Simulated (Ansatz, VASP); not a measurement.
One calculation of PbS, two programs

File INCAR:

```
  PREC = Accurate
  ENCUT = 520
  EDIFF = 1E-6
  ISMEAR = 0
  SIGMA = 0.01
  LREAL = F
  LASPH = T
  NELM = 80
  ALGO = Normal
  ISIF = 2
  LWAVE = F
  LCHARG = T
  GGA = CA
  LELF = T
  LVHAR = T
  NBANDS = 17
```

File KPOINTS:

```
regular mesh
0
Gamma
  6 6 6
```

Contents of POSCAR:

```
PbS
1.0
    0.0000000000      2.9872327164      2.9872327164
    2.9872327164      0.0000000000      2.9872327164
    2.9872327164      2.9872327164      0.0000000000
Pb S
1 1
Direct
    0.0000000000      0.0000000000      0.0000000000
    0.5000000000      0.5000000000      0.5000000000
```

Input for Ansatz:

```yaml
crystal:
  lattice:
    - [0.0, 2.9872327164, 2.9872327164]
    - [2.9872327164, 0.0, 2.9872327164]
    - [2.9872327164, 2.9872327164, 0.0]
  atoms:
    - { symbol: Pb, position: [0.0, 0.0, 0.0] }
    - { symbol: S, position: [0.5, 0.5, 0.5] }
kpoints:
  mp_grid: { grid: [6, 6, 6] }
hamiltonian:
  xc: lda
scf:
  occupations: { method: fixed }
  n_extra_bands: 4
output:
  forces: true
  stress: true
  eigenvalues: true
```

Alike in both runs: task single point; functional LDA; k mesh 6 × 6 × 6; no spin polarisation.

```csv
,VASP,Ansatz
version,VASP 6.6.1,Ansatz 0.2.0
potentials or method,"VASP PAW LDA potentials, release 64 (Pb_d, S)",plane waves
plane-wave cutoff (eV),520,420
occupations,"gaussian, width 0.01 eV",fixed
valence electrons in the cell,20,20
```

```csv
,VASP,Ansatz,Ansatz less VASP
gap on the k mesh at the Fermi level (eV),0.28,0.31,+0.022
pressure (GPa),-3.7,-3.7,-0.03
```

LDA's correlation is that of Perdew and Zunger in VASP and of Perdew and Wang (1992) in Ansatz.

Spin-orbit coupling is off throughout.
